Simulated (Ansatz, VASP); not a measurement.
## Zn2SiN3: VASP beside Ansatz

```
Zn Si N
1.0
     4.86641    0.00000    0.00000
    -2.43321    4.21444    0.00000
     0.00000    0.00000    4.00987
Zn Si N
2 1 3
Direct
  0.33333 0.66667 0.00000
  0.66667 0.33333 0.00000
  0.00000 0.00000 0.00000
  0.50000 0.00000 0.50000
  0.00000 0.50000 0.50000
  0.50000 0.50000 0.50000
```

Change from the starting cell: species swapped into the YCo3Ni2 type (P6/mmm, No. 191).

Alike in both runs: task single point; functional PBE; k mesh 6 × 6 × 4; occupations gaussian, width 0.1 eV; collinear spin.

|  | VASP | Ansatz |
| --- | --- | --- |
| version | VASP 6.6.1 | Ansatz 0.2.0 |
| potentials or method | VASP PAW PBE potentials, release 64 (Zn, Si, N), cutoff 520 eV | scalar-relativistic, plane waves, PAW |
| valence electrons in the cell | 43 | 43 |

```tsv
	VASP	Ansatz	Ansatz less VASP
gap on the k mesh at the Fermi level (eV)	none	none	-
pressure (GPa)	-14.5	-14.7	-0.13
traceless stress, the component that is largest in VASP (GPa)	-10.43	-10.53	-0.105
net moment per atom (μB)	0.00	0.00	0.000
```

A gap of «none» marks a metal or a gap that the smearing closes. Ansatz's warnings: seeded moment not kept.

The k mesh is coarse, so the values compare programs but aren't converged.
